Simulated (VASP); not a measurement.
# Cd: single point with PBEsol

Cd:

```
Cd
1.0
     2.91806    0.00000    0.00000
    -1.45903    2.52711    0.00000
     0.00000    0.00000    5.50297
Cd
2
Direct
  0.66667 0.33333 0.75000
  0.33333 0.66667 0.25000
```

```json
{
 "Program": "VASP 6.6.1",
 "Task": "single point",
 "Functional": "PBEsol",
 "Potentials or basis": "VASP PAW PBE potentials, release 64 (Cd_sv_GW)",
 "Cutoff": "630 eV",
 "k mesh": "10 × 10 × 5",
 "Occupations": "fermi-dirac, width 0.05 eV",
 "Spin": "no spin polarisation",
 "Dipole correction": "no",
 "Further INCAR settings": "ALGO = Normal; EDIFF = 1e-06; NBANDS = 27"
}
```

* Pressure: 2.1 GPa
* Band gap on the k mesh: zero (bands 20 and 21 overlap by 4.05 eV)

Stress tensor (GPa, compression positive):
```
2.94 0.00 0.00
0.00 2.94 0.00
0.00 0.00 0.53
```

Levels at points of the mesh, in eV from the Fermi level:
| k point | band 17 | band 18 | band 19 | band 20 | band 21 | band 22 | band 23 | band 24 |
| --- | --- | --- | --- | --- | --- | --- | --- | --- |
| (0.00, 0.00, 0.00) | -8.57 | -8.28 | -8.28 | -3.18 | -2.80 | 10.80 | 14.06 | 15.31 |
| (0.50, 0.00, 0.00) | -7.99 | -7.96 | -2.36 | -1.69 | 2.25 | 3.21 | 3.68 | 5.59 |

Run time: 55 s on 1 thread of AMD EPYC 7R43 64-Core Processor (Zen 3), on a shared host, peak memory 0.18 GiB.

Caveat: the PAW data sets were made with another functional, which shifts forces and pressure a little.
